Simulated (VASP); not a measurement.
## NaCl: relaxation of cell and atoms with PBEsol

NaCl:

```
CELL_PARAMETERS angstrom
0.00000 2.57314 2.57314
2.57314 0.00000 2.57314
2.57314 2.57314 0.00000
ATOMIC_POSITIONS crystal
Na 0.00000 0.00000 0.00000
Cl 0.50000 0.50000 0.50000
```

```
Program                : VASP 6.6.1
Task                   : relaxation of cell and atoms
Functional             : PBEsol
Potentials or basis    : VASP PAW PBE potentials, release 64 (Na_pv, Cl)
Cutoff                 : 600 eV
k mesh                 : 8 × 8 × 8
Occupations            : gaussian, width 0.01 eV
Spin                   : no spin polarisation
Target pressure        : 12 GPa
Dipole correction      : no
Further INCAR settings : ALGO = Normal; EDIFF = 1e-06; IBRION = 2; EDIFFG = -0.002; NSW = 80; ISIF = 3
```

* Relaxed volume: 17.08 Å³/atom
* Relaxed cell: a = 3.642 Å, b = 3.642 Å, c = 3.642 Å, α = 60.00°, β = 60.00°, γ = 60.00°
* Space group after relaxing (to 0.05 Å): Fm-3m (No. 225)
* Energy change on relaxing (the enthalpy is what falls): -3.0 meV/atom
* Ionic steps: 3
* Pressure after relaxing: 12.0 GPa
* Band gap on the k mesh: 6.17 eV, direct

The path:
```tsv
step	energy change (eV)	largest force (eV/Å)	pressure (GPa)	volume (Å³)
1	0.0000	0.0000	12.19	34.07
2	-0.0075	0.0000	11.93	34.17
3	-0.0060	0.0000	12.01	34.15
```

Final structure:
```
CELL_PARAMETERS angstrom
0.00000 2.57514 2.57514
2.57514 0.00000 2.57514
2.57514 2.57514 0.00000
ATOMIC_POSITIONS crystal
Na 0.00000 0.00000 0.00000
Cl 0.50000 0.50000 0.50000
```

Levels at points of the mesh, in eV from the valence-band top:
| k point | band 4 | band 5 | band 6 | band 7 | band 8 | band 9 | band 10 | band 11 |
| --- | --- | --- | --- | --- | --- | --- | --- | --- |
| (0.00, 0.00, 0.00) | -13.46 | 0.00 | 0.00 | 0.00 | 6.17 | 11.13 | 11.13 | 11.13 |
| (0.50, 0.00, 0.00) | -12.70 | -2.98 | -0.47 | -0.47 | 7.47 | 11.43 | 11.43 | 12.85 |
| (0.50, 0.50, 0.00) | -12.66 | -2.57 | -0.93 | -0.93 | 7.45 | 8.16 | 13.24 | 16.20 |

Wall time 25 s on 1 thread of Intel(R) Xeon(R) Platinum 8259CL CPU @ 2.50GHz (Skylake/Cascade Lake), on a shared host, peak memory 0.16 GiB.

Caveat: the cell is relaxed towards a set pressure, so the enthalpy falls and the energy may rise; the PAW data sets were made with another functional, which shifts forces and pressure a little. A hybrid or GW would open this gap; PBEsol tends to underestimate it.
